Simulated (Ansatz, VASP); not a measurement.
# One calculation of Ta3P2, two programs

```
Ta P
1.0
     3.99920    0.00000    0.00000
    -1.99960    3.46340    0.00000
     0.00000    0.00000    6.12980
Ta P
3 2
Direct
  0.00000 0.00000 0.00000
  0.33333 0.66667 0.64363
  0.66667 0.33333 0.35637
  0.33333 0.66667 0.21959
  0.66667 0.33333 0.78041
```

Alike in both runs: functional PBE; k mesh 12 × 12 × 6; occupations gaussian, width 0.1 eV; no spin polarisation.

Ansatz relaxed the structure, and its values are those at the end. VASP's run is a single point on that final structure, the one shown.

|  | VASP | Ansatz |
| --- | --- | --- |
| version | VASP 6.6.1 | Ansatz 0.2.0 |
| potentials or method | VASP PAW PBE potentials, release 64 (Ta_pv, P), cutoff 520 eV | scalar-relativistic, plane waves, PAW |
| valence electrons in the cell | 43 | 49 |

```tsv
	VASP	Ansatz	Ansatz less VASP
gap on the k mesh at the Fermi level (eV)	none	none	-
pressure (GPa)	0.1	0.0	-0.12
rms of the force components (eV/Å)	0.005	0.001	-0.0041
```

A gap of «none» marks a metal or a gap that the smearing closes. The functional is the same, so the differences come from potentials, cutoffs and numerics. VASP's potentials hold 43 valence electrons a cell and Ansatz's 49, so a difference there can come from the potentials and not from the codes.

Spin-orbit coupling is off throughout.
